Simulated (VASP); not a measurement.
Write the native input for VASP 6.6.1 that does the following.

```
Task                   : single point
Functional             : PBE
Potentials or basis    : VASP PAW PBE potentials, release 64 (In_d, B, H)
Cutoff                 : 500 eV
k mesh                 : 2 × 2 × 3
Occupations            : gaussian, width 0.15 eV
Spin                   : no spin polarisation
Dipole correction      : no
Further INCAR settings : ALGO = Normal; EDIFF = 1e-06; NBANDS = 34
```

The structure of In3B2H3 lies in POSCAR:

```
In3B2H3
1.0
    7.8049527525      0.0000000000      0.0000000000
   -3.9024763763      6.7592873590      0.0000000000
    0.0000000000      0.0000000000      3.9328099612
In B H
3 2 3
Direct
    0.5000000000      0.0000000000      0.5000000000
    0.0000000000      0.5000000000      0.5000000000
    0.5000000000      0.5000000000      0.5000000000
    0.3333333333      0.6666666667      0.5000000000
    0.6666666667      0.3333333333      0.5000000000
    0.5000000000      0.0000000000      0.0000000000
    0.0000000000      0.5000000000      0.0000000000
    0.5000000000      0.5000000000      0.0000000000
```

One way to write it, as run:

INCAR

```
PREC = Accurate ; ENCUT = 500
EDIFF = 1E-6 ; ISMEAR = 0
SIGMA = 0.15 ; LREAL = False
LASPH = True ; NELM = 120
ALGO = Normal ; ISIF = 2
LWAVE = False ; LCHARG = True
GGA = PE ; LELF = True
LVHAR = True ; NBANDS = 34
GGA_COMPAT = False
```

KPOINTS

```
Automatic mesh
0
Gamma
  2 2 3
```

Potentials or basis: VASP PAW PBE potentials, release 64 (In_d, B, H).

Launch:

```console
$ cat potpaw_PBE.64/In_d/POTCAR potpaw_PBE.64/B/POTCAR potpaw_PBE.64/H/POTCAR > POTCAR
$ mpirun -np 1 vasp_std > vasp.out
```

It gave:

```yaml
Pressure: -0.2 GPa
Band_gap_on_the_k_mesh: zero (band 24 reaches 2.56 eV, above the bottom of band 25 at 1.58 eV)
```

Caveat: the k points lie up to 0.53 Å⁻¹ apart; spin-orbit coupling is left out, which moves the levels of the heavy elements.

Run time: 72 s on 1 thread of Intel Xeon 8259CL, with other jobs on the host, peak memory 0.32 GiB.
